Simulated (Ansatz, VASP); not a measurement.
## One calculation of K2TiF6, two programs

File INCAR:

```
PREC = Accurate ; ENCUT = 520
EDIFF = 1E-7 ; ISMEAR = 0
SIGMA = 0.02 ; LREAL = F
LASPH = T ; NELM = 100
ALGO = Normal ; ISIF = 2
LWAVE = F ; LCHARG = F
GGA = CA ; NBANDS = 46
```

Contents of KPOINTS:

```
regular mesh
0
Gamma
  6 6 6
```

The input POSCAR:

```
K2TiF6
1.0
    5.5424586444      0.0000000000      0.0000000000
   -2.7712293222      4.7999099855      0.0000000000
    0.0000000000      0.0000000000      4.4450773941
K Ti F
2 1 6
Direct
    0.3333333333      0.6666666667      0.7043668649
    0.6666666667      0.3333333333      0.2956331351
    0.0000000000      0.0000000000      0.0000000000
    0.1606983474      0.8393016526      0.2317078623
    0.1606983474      0.3213966948      0.2317078623
    0.6786033052      0.8393016526      0.2317078623
    0.8393016526      0.1606983474      0.7682921377
    0.3213966948      0.1606983474      0.7682921377
    0.8393016526      0.6786033052      0.7682921377
```

Input for Ansatz:

```yaml
crystal:
  lattice:
    - [5.5424586377, 0.0, 0.0]
    - [-2.7712293188, 4.7999099797, 0.0]
    - [0.0, 0.0, 4.4450774127]
  atoms:
    - { symbol: K, position: [0.3333333333, 0.6666666667, 0.7043668557] }
    - { symbol: K, position: [0.6666666667, 0.3333333333, 0.2956331443] }
    - { symbol: Ti, position: [0.0, 0.0, 0.0] }
    - { symbol: F, position: [0.160698348, 0.839301652, 0.2317078598] }
    - { symbol: F, position: [0.160698348, 0.321396696, 0.2317078598] }
    - { symbol: F, position: [0.678603304, 0.839301652, 0.2317078598] }
    - { symbol: F, position: [0.839301652, 0.160698348, 0.7682921402] }
    - { symbol: F, position: [0.321396696, 0.160698348, 0.7682921402] }
    - { symbol: F, position: [0.839301652, 0.678603304, 0.7682921402] }
basis:
  ecutwfc: 420
kpoints:
  mp_grid: { grid: [6, 6, 6] }
hamiltonian:
  xc: lda
scf:
  occupations: { method: gaussian, width: 0.02 }
output:
  forces: false
  stress: false
  eigenvalues: true
  eigenstates:
    kpoints:
      - [0.0, 0.270833, -0.333333]
      - [0.017642194, 0.262011903, -0.333333]
      - [-0.017642194, 0.279654097, -0.333333]
      - [0.0, 0.286111588, -0.333333]
      - [0.0, 0.255554412, -0.333333]
      - [0.0, 0.270833, -0.319183879]
      - [0.0, 0.270833, -0.347482121]
      - [0.012474915, 0.275399136, -0.333333]
      - [-0.012474915, 0.266266864, -0.333333]
      - [0.012474915, 0.264595543, -0.323328061]
      - [-0.012474915, 0.277070457, -0.343337939]
      - [0.0, 0.281636593, -0.323328061]
      - [0.0, 0.260029407, -0.343337939]
      - [0.010185725, 0.274561234, -0.325164001]
      - [-0.010185725, 0.267104766, -0.341501999]
      - [0.0, 0.0, 0.0]
      - [0.017642194, -0.008821097, 0.0]
      - [-0.017642194, 0.008821097, 0.0]
      - [0.0, 0.015278588, 0.0]
      - [0.0, -0.015278588, 0.0]
      - [0.0, 0.0, 0.014149121]
      - [0.0, 0.0, -0.014149121]
      - [0.012474915, 0.004566136, 0.0]
      - [-0.012474915, -0.004566136, 0.0]
      - [0.012474915, -0.006237457, 0.010004939]
      - [-0.012474915, 0.006237457, -0.010004939]
      - [0.0, 0.010803593, 0.010004939]
      - [0.0, -0.010803593, -0.010004939]
      - [0.010185725, 0.003728234, 0.008168999]
      - [-0.010185725, -0.003728234, -0.008168999]
    e_range: [-6.545845, 6.545845]
checkpoint:
  read: start.run
  write: ck
  compress: false
  write_wavefunctions: false
  write_every: 100000
```

Alike in both runs: task single point; functional LDA; k mesh 6 × 6 × 6; occupations gaussian, width 0.02 eV; no spin polarisation.

|  | VASP | Ansatz |
| --- | --- | --- |
| version | VASP 6.6.1 | Ansatz 0.2.0 |
| potentials or method | VASP PAW LDA potentials, release 64 (K_sv, Ti_sv, F), cutoff 520 eV | scalar-relativistic, plane waves, PAW |
| valence electrons in the cell | 72 | 72 |

|  | VASP | Ansatz | Ansatz less VASP |
| --- | --- | --- | --- |
| gap on the k mesh at the Fermi level (eV) | 5.01 | 5.05 | +0.041 |
| least direct gap on the mesh (eV) | 5.01 | 5.05 | +0.041 |

LDA's correlation is that of Perdew and Zunger in VASP and of Perdew and Wang (1992) in Ansatz.
